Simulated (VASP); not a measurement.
Set up this calculation in VASP 6.6.1, as the native input.

```yaml
Task: single point
Functional: PBE
Potentials_or_basis: VASP PAW PBE potentials, release 64 (In_d, H)
Cutoff: 520 eV
k_mesh: 4 × 4 × 6
Occupations: gaussian, width 0.1 eV
Spin: no spin polarisation
Dipole_correction: no
Further_INCAR_settings: ALGO = Normal; EDIFF = 1e-06; NBANDS = 14
```

The structure of InH2 lies in POSCAR:

```
InH2
1.0
    3.8452310330      0.0000000000      0.0000000000
    0.0000000000      3.8452310330      0.0000000000
    0.0000000000      0.0000000000      3.0031691621
In H
1 2
Direct
    0.5000000000      0.5000000000      0.0000000000
    0.0000000000      0.5000000000      0.8239074371
    0.5000000000      0.0000000000      0.1760925629
```

The cell was built from a structure type or drawn by symmetry, and may not be a known phase.

These files were run (other wordings do the same):

INCAR

```
SYSTEM = InH2
  ALGO = Normal
  EDIFF = 1E-6
  ENCUT = 520
  GGA = PE
  ISIF = 2
  ISMEAR = 0
  LASPH = .True.
  LCHARG = .False.
  LREAL = .False.
  LWAVE = .False.
  NBANDS = 14
  NELM = 60
  PREC = Accurate
  SIGMA = 0.1
```

KPOINTS

```
k-points
0
Gamma
  4 4 6
  0 0 0
```

Potentials or basis: VASP PAW PBE potentials, release 64 (In_d, H).

Run with:

```sh
$ cat potpaw_PBE.64/In_d/POTCAR potpaw_PBE.64/H/POTCAR > POTCAR
$ mpirun -np 1 vasp_std > vasp.out
```

Results of the run:

* Pressure: -0.1 GPa
* Band gap on the k mesh: zero (an odd number of electrons rules out a gap without spin polarisation)

Caveat: the k points lie up to 0.41 Å⁻¹ apart, too coarse for converged energies and pressures of a metal; spin-orbit coupling is left out, which moves the levels of the heavy elements.

Run time: 12 s on 1 thread of Intel Xeon 8259CL, on a shared host, peak memory 0.16 GiB.
